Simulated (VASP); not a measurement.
Crystal: BP.

```
P B
1.0
     0.00000    2.22268    2.22268
     2.22268    0.00000    2.22268
     2.22268    2.22268    0.00000
P B
1 1
Direct
  0.75000 0.75000 0.75000
  0.00000 0.00000 0.00000
```

Base run:

| Property | Result |
| --- | --- |
| Program | VASP 6.6.1 |
| Functional | RPBE |
| Potentials or basis | VASP PAW PBE potentials, release 64 (P, B) |
| Cutoff | 520 eV |
| k mesh | 10 × 10 × 10 |
| Occupations | fermi-dirac, width 0.05 eV |
| Spin | no spin polarisation |

Its results: band gap on the k mesh 1.16 eV (least direct gap 3.49 eV); pressure 15.2 GPa.

**Question.** The run is repeated on the same cell with these changes: functional from RPBE to b88 exchange, pbe correlation; cutoff from 520 eV to 500 eV. What comes out?

**Answer.** Band gap on the k mesh 1.16 eV (least direct gap 3.52 eV); pressure 12.7 GPa.

Caveats: the cell stands under pressure; the PAW data sets were made with another functional, which shifts forces and pressure a little.

A k mesh can miss the band edges.
